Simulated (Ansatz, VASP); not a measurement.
## Two plane-wave programs on Cs4I

```
CELL_PARAMETERS angstrom
8.08686 0.00000 0.00000
0.00000 8.08686 0.00000
0.00000 0.00000 8.08686
ATOMIC_POSITIONS crystal
Cs 0.50000 0.50000 0.50000
Cs 0.50000 0.00000 0.00000
Cs 0.00000 0.50000 0.00000
Cs 0.00000 0.00000 0.50000
I 0.00000 0.00000 0.00000
```

Alike in both runs: task single point; functional PBE; k mesh 6 × 6 × 6; occupations gaussian, width 0.1 eV; no spin polarisation.

|  | VASP | Ansatz |
| --- | --- | --- |
| version | VASP 6.6.1 | Ansatz 0.2.0 |
| potentials or method | VASP PAW PBE potentials, release 64 (Cs_sv, I), cutoff 520 eV | scalar-relativistic, plane waves, PAW |
| valence electrons in the cell | 43 | 53 |

|  | VASP | Ansatz | Ansatz less VASP |
| --- | --- | --- | --- |
| gap on the k mesh at the Fermi level (eV) | none | none | - |
| pressure (GPa) | -0.3 | -0.3 | 0.00 |

A gap of «none» marks a metal or a gap that the smearing closes. VASP's potentials hold 43 valence electrons a cell and Ansatz's 53, so a difference there can come from the potentials and not from the codes.

Spin-orbit coupling is off throughout.
